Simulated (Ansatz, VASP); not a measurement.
**La3YO2 in VASP and in Ansatz**

```
CELL_PARAMETERS angstrom
5.29868 0.00000 0.00000
0.00000 5.29868 0.00000
0.00000 0.00000 4.85715
ATOMIC_POSITIONS crystal
La 0.50000 0.50000 0.00000
La 0.00000 0.50000 0.50000
La 0.50000 0.00000 0.50000
Y 0.00000 0.00000 0.00000
O 0.50000 0.50000 0.50000
O 0.00000 0.00000 0.50000
```

Alike in both runs: functional PBE; k mesh 3 × 3 × 4; occupations gaussian, width 0.2 eV; no spin polarisation.

Ansatz relaxed the structure, and its values are those at the end. VASP's run is a single point on that final structure, the one shown.

|  | VASP | Ansatz |
| --- | --- | --- |
| version | VASP 6.6.1 | Ansatz 0.2.0 |
| potentials or method | VASP PAW PBE potentials, release 64 (La, Y_sv, O), cutoff 520 eV | scalar-relativistic, plane waves, PAW |
| valence electrons in the cell | 56 | 56 |

VASP gave:

```
gap on the k mesh at the Fermi level (eV) : none
pressure (GPa)                            : 0.0
```

Which values does Ansatz return?

gap on the k mesh at the Fermi level (eV): none; pressure (GPa): 0.1.

A gap of «none» marks a metal or a gap that the smearing closes.

The k mesh is coarse, so the values compare programs but aren't converged. Spin-orbit coupling is off throughout.
